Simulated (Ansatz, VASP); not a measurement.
**ZrSi2: VASP beside Ansatz**

```
CELL_PARAMETERS angstrom
3.73168 0.00000 0.00000
-1.86584 3.23173 0.00000
0.00000 0.00000 4.02922
ATOMIC_POSITIONS crystal
Zr 0.00000 0.00000 0.00000
Si 0.33333 0.66667 0.50000
Si 0.66667 0.33333 0.50000
```

Alike in both runs: task single point; functional r2SCAN; k mesh 6 × 6 × 4; occupations gaussian, width 0.1 eV; no spin polarisation.

```csv
,VASP,Ansatz
version,VASP 6.6.1,Ansatz 0.2.0
potentials or method,"VASP PAW PBE potentials, release 64 (Zr_sv, Si), cutoff 520 eV","scalar-relativistic, plane waves, PAW"
valence electrons in the cell,20,20
```

VASP gave:

```
gap on the k mesh at the Fermi level (eV)                     : none
pressure (GPa)                                                : 9.6
traceless stress, the component that is largest in VASP (GPa) : -22.21
```

Task: What did Ansatz give for the same quantities?

Result: gap on the k mesh at the Fermi level (eV): none; pressure (GPa): 9.7; traceless stress, the component that is largest in VASP (GPa): -22.44.

VASP's potentials were made for PBE, not for r2SCAN. A gap of «none» marks a metal or a gap that the smearing closes.

The k mesh is coarse, so the values compare programs but aren't converged.
